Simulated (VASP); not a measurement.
A run of VASP 6.6.1 is set up as follows.

INCAR

```
PREC = Accurate ; ENCUT = 520
EDIFF = 1E-7 ; ISMEAR = 0
SIGMA = 0.1 ; LREAL = F
LASPH = T ; NELM = 80
ALGO = Normal ; ISIF = 2
LWAVE = F ; LCHARG = T
GGA = PE ; LELF = T
LVHAR = T ; NBANDS = 25
```

KPOINTS

```
regular mesh
0
Gamma
  6 6 4
```

The input POSCAR:

```
ScAl2Sb2As
1.0
    5.3611554239      0.0000000000      0.0000000000
   -2.6805777119      4.6428967907      0.0000000000
    0.0000000000      0.0000000000      5.6186283419
Sc Al Sb As
1 2 2 1
Direct
    0.0000000000      0.0000000000      0.0000000000
    0.3333333333      0.6666666667      0.0000000000
    0.6666666667      0.3333333333      0.0000000000
    0.3333333333      0.6666666667      0.5000000000
    0.6666666667      0.3333333333      0.5000000000
    0.0000000000      0.0000000000      0.5000000000
```

Potentials or basis: VASP PAW PBE potentials, release 64 (Sc_sv, Al, Sb, As).

Run with:

```sh
$ cat potpaw_PBE.64/Sc_sv/POTCAR potpaw_PBE.64/Al/POTCAR potpaw_PBE.64/Sb/POTCAR potpaw_PBE.64/As/POTCAR > POTCAR
$ mpirun -np 1 vasp_std > vasp.out
```

Problem. Estimate the pressure.

Solution. 0.1 GPa.

Problem. Estimate the band gap on the k mesh.

Solution. Zero (band 16 reaches 6.96 eV, above the bottom of band 17 at 5.30 eV).

Caveat: spin-orbit coupling is left out, which moves the levels of the heavy elements.
